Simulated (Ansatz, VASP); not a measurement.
## Two plane-wave programs on PtS2

```
CELL_PARAMETERS angstrom
3.55264 0.00000 0.00000
-1.77632 3.07668 0.00000
0.00000 0.00000 5.12271
ATOMIC_POSITIONS crystal
Pt 0.00000 0.00000 0.00000
S 0.33333 0.66667 0.23926
S 0.66667 0.33333 0.76074
```

Alike in both runs: task single point; functional PBE; k mesh 6 × 6 × 4; occupations methfessel-paxton of order 1, width 0.001 eV; no spin polarisation.

|  | VASP | Ansatz |
| --- | --- | --- |
| version | VASP 6.6.1 | Ansatz 0.2.0 |
| potentials or method | VASP PAW PBE potentials, release 64 (Pt, S) | plane waves |
| plane-wave cutoff (eV) | 520 | 420 |
| valence electrons in the cell | 22 | 30 |

|  | VASP | Ansatz | Ansatz less VASP |
| --- | --- | --- | --- |
| gap on the k mesh at the Fermi level (eV) | 0.85 | 0.84 | -0.006 |
| pressure (GPa) | 3.2 | 3.7 | +0.46 |
| traceless stress, the component that is largest in VASP (GPa) | -0.86 | -1.00 | -0.137 |
| rms of the force components (eV/Å) | 0.012 | 0.031 | +0.0188 |

Atom by atom the forces differ by 0.019 eV/Å (rms over components). With one functional, cell and mesh, what is left measures potentials, basis and numerics. VASP's potentials hold 22 valence electrons a cell and Ansatz's 30, so a difference there can come from the potentials and not from the codes.

Spin-orbit coupling is off throughout.
